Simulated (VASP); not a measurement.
Wanted: the native input for a VASP 6.6.1 run.

```
Task                   : single point
Functional             : PBE
Potentials or basis    : VASP PAW PBE potentials, release 64 (Co, O)
Cutoff                 : 520 eV
k mesh                 : 16 × 16 × 16
Occupations            : gaussian, width 0.1 eV
Spin                   : no spin polarisation
Dipole correction      : no
Further INCAR settings : ALGO = Normal; EDIFF = 1e-06; NBANDS = 14
```

The structure of CoO lies in POSCAR:

```
CoO
1.0
    2.5560078487      0.0000000000      0.0000000000
    0.0000000000      2.5560078487      0.0000000000
    0.0000000000      0.0000000000      2.5560078487
Co O
1 1
Direct
    0.0000000000      0.0000000000      0.0000000000
    0.5000000000      0.5000000000      0.5000000000
```

One way to write it, as run:

INCAR

```
PREC = Accurate
ENCUT = 520
EDIFF = 1E-6
ISMEAR = 0
SIGMA = 0.1
LREAL = False
LASPH = True
NELM = 100
ALGO = Normal
ISIF = 2
LWAVE = False
LCHARG = True
GGA = PE
LELF = True
LVHAR = True
NBANDS = 14
```

KPOINTS

```
regular mesh
0
Gamma
  16 16 16
```

Potentials or basis: VASP PAW PBE potentials, release 64 (Co, O).

Run with:

```console
$ cat potpaw_PBE.64/Co/POTCAR potpaw_PBE.64/O/POTCAR > POTCAR
$ mpirun -np 1 vasp_std > vasp.out
```

Results of the run:

| Property | Result |
| --- | --- |
| Pressure | -0.5 GPa |
| Band gap on the k mesh | zero (an odd number of electrons rules out a gap without spin polarisation) |

Caveat: an odd number of electrons without spin polarisation forces a metal; a magnetic or distorted state may lie lower; the run has no spin polarisation, though such a crystal can be magnetic; semilocal functionals often make such compounds metallic where correlation or magnetic order opens a gap, which also shifts bond lengths.

Wall time 21 s on 1 thread of AMD EPYC 9R45 96-Core Processor (Zen 5), with other jobs on the host, peak memory 0.12 GiB.
